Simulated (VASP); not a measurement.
# Nb3N in VASP: single point with PBE

Aim: the single point of Nb3N with PBE.

All numbers are computed with VASP 6.6.1; they aren't measurements. Logs are shortened: lines on timing, memory, paths and dates and some standing lists are left out, and cuts for length are marked.

**1. The cell of the first run**

The cell holds a slab with vacuum, 4 atoms: a = 2.983 Å, b = 2.983 Å, c = 19.745 Å, α = 90.00°, β = 90.00°, γ = 90.00°.

**2. Single point, PBE**

INCAR

```
PREC = Accurate ; ENCUT = 520
EDIFF = 1E-7 ; ISMEAR = 0
SIGMA = 0.1 ; LREAL = False
LASPH = True ; NELM = 80
ALGO = Normal ; ISIF = 2
LWAVE = False ; LCHARG = False
LDIPOL = True ; IDIPOL = 3
DIPOL = 0.5 0.5 0.354 ; GGA = PE
NBANDS = 30
```

KPOINTS

```
regular mesh
0
Gamma
  9 9 1
```

POSCAR

```
Nb3N
1.0
    2.9829001615      0.0000000000      0.0000000000
    0.0000000000      2.9829001615      0.0000000000
    0.0000000000      0.0000000000     19.7446861459
Nb N
3 1
Direct
    0.5000000000      0.5000000000      0.2025861526
    0.0000000000      0.0000000000      0.3100743693
    0.5000000000      0.5000000000      0.4175648114
    0.6666666667      0.8333333333      0.4842247804
```

Potentials or basis: VASP PAW PBE potentials, release 64 (Nb_sv, N).

Launch:

```console
> cat potpaw_PBE.64/Nb_sv/POTCAR potpaw_PBE.64/N/POTCAR > POTCAR
> mpirun -np 1 vasp_std > vasp.out
```

OUTCAR:

```text
PREC = Accurate
   ENCUT = 520
   EDIFF = 1E-7
   ISMEAR = 0
   LREAL = False
   LASPH = True
   NELM = 80
   ISIF = 2
   GGA = PE

 ion  position               nearest neighbor table
   1  0.500  0.500  0.203-   2 2.99   2 2.99   2 2.99   2 2.99
   2  0.000  0.000  0.310-   1 2.99   1 2.99   1 2.99   1 2.99   3 2.99   3 2.99   3 2.99   3 2.99

   3  0.500  0.500  0.418-   4 1.72   2 2.99   2 2.99   2 2.99   2 2.99
   4  0.667  0.833  0.484-   3 1.72

  LATTYP: Found a simple tetragonal cell.
 ALAT       =     2.9829001615
 C/A-ratio  =     6.6192916547

  Lattice vectors:

 A1 = (   2.9829001615,   0.0000000000,   0.0000000000)
 A2 = (   0.0000000000,   2.9829001615,   0.0000000000)
 A3 = (   0.0000000000,   0.0000000000,  19.7446861459)

Analysis of symmetry for initial positions (statically):
=====================================================================
 Subroutine PRICEL returns:
 Original cell was already a primitive cell.

 Routine SETGRP: Setting up the symmetry group for a
 simple tetragonal supercell.

 Subroutine GETGRP returns: Found  1 space group operations
 (whereof  1 operations were pure point group operations)
 out of a pool of 16 trial point group operations.

The static configuration has the point symmetry C_1 .

Analysis of symmetry for dynamics (positions and initial velocities):
=====================================================================
 Subroutine PRICEL returns:
 Original cell was already a primitive cell.

 Routine SETGRP: Setting up the symmetry group for a
 simple tetragonal supercell.

 Subroutine GETGRP returns: Found  1 space group operations
 (whereof  1 operations were pure point group operations)
 out of a pool of 16 trial point group operations.

The dynamic configuration has the point symmetry C_1 .

 Subroutine INISYM returns: Found  1 space group operations
 (whereof  1 operations are pure point group operations),
 and found     1 'primitive' translations

----------------------------------------------------------------------------------------

                                     Primitive cell

  volume of cell :     175.6822

  direct lattice vectors                    reciprocal lattice vectors
     2.982900161  0.000000000  0.000000000     0.335244207  0.000000000  0.000000000
     0.000000000  2.982900161  0.000000000     0.000000000  0.335244207  0.000000000
     0.000000000  0.000000000 19.744686146     0.000000000  0.000000000  0.050646538

  length of vectors
     2.982900161  2.982900161 19.744686146     0.335244207  0.335244207  0.050646538

  position of ions in fractional coordinates (direct lattice)
     0.500000000  0.500000000  0.202586153
     0.000000000  0.000000000  0.310074369
     0.500000000  0.500000000  0.417564811
     0.666666667  0.833333333  0.484224780

  ion indices of the primitive-cell ions
   primitive index   ion index
                 1           1
                 2           2
                 3           3
                 4           4

----------------------------------------------------------------------------------------

 KPOINTS: regular mesh

Automatic generation of k-mesh.
 Grid dimensions read from file:
 generate k-points for:    9    9    1

 Generating k-lattice:

  Cartesian coordinates                     Fractional coordinates (reciprocal lattice)
     0.037249356  0.000000000  0.000000000     0.111111111  0.000000000  0.000000000
     0.000000000  0.037249356  0.000000000     0.000000000  0.111111111  0.000000000
     0.000000000  0.000000000  0.050646538     0.000000000  0.000000000  1.000000000

  Length of vectors
     0.037249356  0.037249356  0.050646538

  Shift w.r.t. Gamma in fractional coordinates (k-lattice)
     0.000000000  0.000000000  0.000000000

 Subroutine IBZKPT returns following result:
 ===========================================

 Found     41 irreducible k-points:

 Following reciprocal coordinates:
            Coordinates               Weight
  0.000000  0.000000  0.000000      1.000000
  0.111111  0.000000  0.000000      2.000000
  0.000000  0.111111  0.000000      2.000000
  0.222222  0.000000  0.000000      2.000000
  0.000000  0.222222  0.000000      2.000000
  0.333333  0.000000  0.000000      2.000000
[... 16 lines left out ...]
  0.111111  0.444444  0.000000      2.000000
  0.222222  0.222222  0.000000      2.000000
 [... further k-points ...]
   k-points           NKPTS =     41   k-points in BZ     NKDIM =     41   number of bands    NBANDS=     30
   number of dos      NEDOS =    301   number of ions     NIONS =      4
   total plane-waves  NPLWV =  86400
   dimension x,y,z NGX =    24 NGY =   24 NGZ =  150
   dimension x,y,z NGXF=    48 NGYF=   48 NGZF=  300
   ions per type =               3   1
   NGX,Y,Z   is equivalent  to a cutoff of  13.38, 13.38, 12.63 a.u.
   NGXF,Y,Z  is equivalent  to a cutoff of  26.75, 26.75, 25.26 a.u.
 SYSTEM =  unknown system
   PREC   = accura    normal or accurate (medium, high low for compatibility)
   ISTART =      0    job   : 0-new  1-cont  2-samecut
   ICHARG =      2    charge: 1-file 2-atom 10-const
   ISPIN  =      1    spin polarized calculation?
   LNONCOLLINEAR =      F non collinear calculations
   LSORBIT =      F    spin-orbit coupling
   LASPH  =      T    aspherical Exc in radial PAW
   ENCUT  =  520.0 eV  38.22 Ry    6.18 a.u.   5.55  5.55 36.71*2*pi/ulx,y,z
   NELM   =     80;   NELMIN=  2; NELMDL= -5     # of ELM steps
   EDIFF  = 0.1E-06   stopping-criterion for ELM
   LREAL  =      F    real-space projection
   EDIFFG = 0.1E-05   stopping-criterion for IOM
   NSW    =      0    number of steps for IOM
   IBRION =     -1    ionic relax: 0-MD 1-quasi-New 2-CG
   NFREE  =      0    steps in history (QN), initial steepest desc. (CG)
   ISIF   =      2    stress and relaxation
   ISYM   =      2    0-nonsym 1-usesym 2-fastsym
   POTIM  = 0.5000    time-step for ionic-motion
   TEBEG  =    0.0;   TEEND  =   0.0 temperature during run
   PSTRESS=    0.0 pullay stress
   NELECT =      44.0000    total number of electrons
   NUPDOWN=      -1.0000    fix difference up-down
   EMIN   =  10.00;   EMAX   =-10.00  energy-range for DOS
   EFERMI =   0.00;   METHOD = LEGACY
   ISMEAR =     0;   SIGMA  =   0.10  broadening in eV -4-tet -1-fermi 0-gaus
   EFERMI_NEDOS =   21; number of points for ismear=-14 and -15
   IALGO  =     38    algorithm
   IMIX   =      4    mixing-type and parameters
     AMIX     =   0.40;   BMIX     =  1.00
     AMIX_MAG =   1.60;   BMIX_MAG =  1.00
  volume/ion in A,a.u.               =      43.92       296.39
  Fermi-wavevector in a.u.,A,eV,Ry     =   1.031929  1.950063 14.488538  1.064878
  Thomas-Fermi vector in A             =   2.166102
   LORBIT       =      0    0 simple, 1 ext, 2 COOP (PROOUT), +10 PAW based schemes
   GGA     = PE    functional components
   LHFCALC =     F    Hartree Fock is set to
   AEXX    =    0.0000 exact exchange contribution
   IVDW    =     0    specifies the selected vdW correction
   LEPSILON=     F    determine dielectric tensor
   LRPA    =     F    only Hartree local field effects (RPA)
 non-spin polarized calculation
 Gauss-broadening in eV      SIGMA  =   0.10
  energy-cutoff  :      520.00
  volume of cell :      175.68
 maximum number of plane-waves:      4765
 NGX is ok and might be reduce to    24
   NGX = 11   NGY = 11   NGZ = 73

 dipolmoment           0.000000      0.000000     -0.104152 electrons x Angstroem

 number of electron      44.0000006 magnetization

 dipolmoment           0.000000      0.000000      0.137339 electrons x Angstroem

 Free energy of the ion-electron system (eV)
  ---------------------------------------------------
  ext. energy  EPLUGINS =         0.00000000
  ---------------------------------------------------
  free energy    TOTEN  =       -35.72622286 eV

  energy without entropy =      -35.69601862  energy(sigma->0) =      -35.71112074

 E-fermi :   0.1130     XC(G=0):  -5.3897

 val. band max:        0.1090992444   @ k =   0.3333   0.1111   0.0000
 cond. band min:       0.1157653407   @ k =   0.0000   0.0000   0.0000
 fundamental gap:      0.0066660964
 Fermi energy:         0.1129823344

 k-point     1 :       0.0000    0.0000    0.0000
  band No.  band energies     occupation
      1     -54.9707      2.00000
      2     -54.6432      2.00000
      3     -54.4565      2.00000
      4     -31.2573      2.00000
      5     -30.9788      2.00000
      6     -30.6772      2.00000
[... 22 lines left out ...]
     29       3.0885      0.00000
     30       3.4727      0.00000

 k-point     2 :       0.1111    0.0000    0.0000
  band No.  band energies     occupation
      1     -54.9621      2.00000
      2     -54.6344      2.00000
      3     -54.4513      2.00000
      4     -31.2383      2.00000
      5     -30.9937      2.00000
      6     -30.7411      2.00000
[... 22 lines left out ...]
     29       3.1041      0.00000
     30       3.4898      0.00000

 k-point     3 :       0.0000    0.1111    0.0000
  band No.  band energies     occupation
      1     -54.9621      2.00000
      2     -54.6344      2.00000
      3     -54.4508      2.00000
      4     -31.2388      2.00000
      5     -30.9996      2.00000
      6     -30.7558      2.00000
[... 22 lines left out ...]
     29       3.0793      0.00000
     30       3.5307      0.00000

 k-point     4 :       0.2222    0.0000    0.0000
  band No.  band energies     occupation
      1     -54.9402      2.00000
      2     -54.6120      2.00000
      3     -54.4382      2.00000
      4     -31.2005      2.00000
      5     -31.0631      2.00000
      6     -30.8993      2.00000
[... 616 lines left out ...]
     29       3.7377      0.00000
     30       4.2114      0.00000

 k-point    23 :       0.1111    0.4444    0.0000
  band No.  band energies     occupation
      1     -54.8913      2.00000
      2     -54.5614      2.00000
      3     -54.4023      2.00000
      4     -31.3586      2.00000
      5     -31.2777      2.00000
      6     -31.1847      2.00000
[... 22 lines left out ...]
     29       3.6014      0.00000
     30       4.2724      0.00000

 k-point    24 :       0.2222    0.2222    0.0000
  band No.  band energies     occupation
      1     -54.9117      2.00000
      2     -54.5826      2.00000
      3     -54.4149      2.00000
      4     -31.1537      2.00000
      5     -31.0578      2.00000
      6     -30.9231      2.00000
[... 22 lines left out ...]
     29       2.8439      0.00000
     30       3.2185      0.00000

 [... further k-points ...]

------------------------ aborting loop because EDIFF is reached ----------------------------------------

 vacuum level on the upper side and lower side of the slab       (xc-potential included)         1.245        -1.539

  FORCE on cell =-STRESS in cart. coord.  units (eV):
  Direction    XX          YY          ZZ          XY          YZ          ZX
  --------------------------------------------------------------------------------------
  -------------------------------------------------------------------------------------
  Total       -1.9514354     -2.5228703      2.3986578      1.0524605      2.1878633      0.2579728
  in kB      -17.7966025    -23.0079452     21.8751583      9.5981764     19.9527654      2.3526472
  external PRESSURE =      -6.3097965 kB  Pullay stress =       0.0000000 kB

 VOLUME and BASIS-vectors are now :
 -----------------------------------------------------------------------------
  energy-cutoff  :      520.00
  volume of cell :      175.68
      direct lattice vectors                 reciprocal lattice vectors
     2.982900161  0.000000000  0.000000000     0.335244207  0.000000000  0.000000000
     0.000000000  2.982900161  0.000000000     0.000000000  0.335244207  0.000000000
     0.000000000  0.000000000 19.744686146     0.000000000  0.000000000  0.050646538

 POSITION                                       TOTAL-FORCE (eV/Angst)
 -----------------------------------------------------------------------------------
      1.49145      1.49145      4.00000         0.080244      0.065489      0.240765
      0.00000      0.00000      6.12232         0.017324      0.091994     -1.604716
      1.49145      1.49145      8.24469        -0.582202     -2.183190      1.316687
      1.98860      2.48575      9.56087         0.484634      2.025707      0.047264
 -----------------------------------------------------------------------------------
    total drift:                                0.000001     -0.000034      0.000692

  FREE ENERGIE OF THE ION-ELECTRON SYSTEM (eV)
  ---------------------------------------------------
  free  energy   TOTEN  =       -35.7262228554 eV

  energy  without entropy=      -35.6960186168  energy(sigma->0) =      -35.71112074

 vacuum level on the upper side and lower side of the slab         7.078         4.222
```

Wall time 4.6 min (1 thread of Intel Xeon Platinum 8559C (Emerald Rapids), shared host); peak memory 0.37 GiB.

What came out:

```yaml
Free_energy: -35.7262 eV
Largest_force: 2.615 eV/Å
Band_gap_on_the_k_mesh: zero (bands 22 and 23 overlap by 0.20 eV)
```

Forces in eV/Å, atoms in the order of the input:
```
Nb   0.080  0.065  0.241
Nb   0.017  0.092 -1.605
Nb  -0.582 -2.183  1.317
N    0.485  2.026  0.047
```

Levels at points of the mesh, in eV from the Fermi level:
| k point | band 19 | band 20 | band 21 | band 22 | band 23 | band 24 | band 25 | band 26 |
| --- | --- | --- | --- | --- | --- | --- | --- | --- |
| (0.00, 0.00, 0.00) | -2.30 | -1.06 | -0.73 | 0.00 | 0.66 | 0.84 | 1.46 | 1.74 |
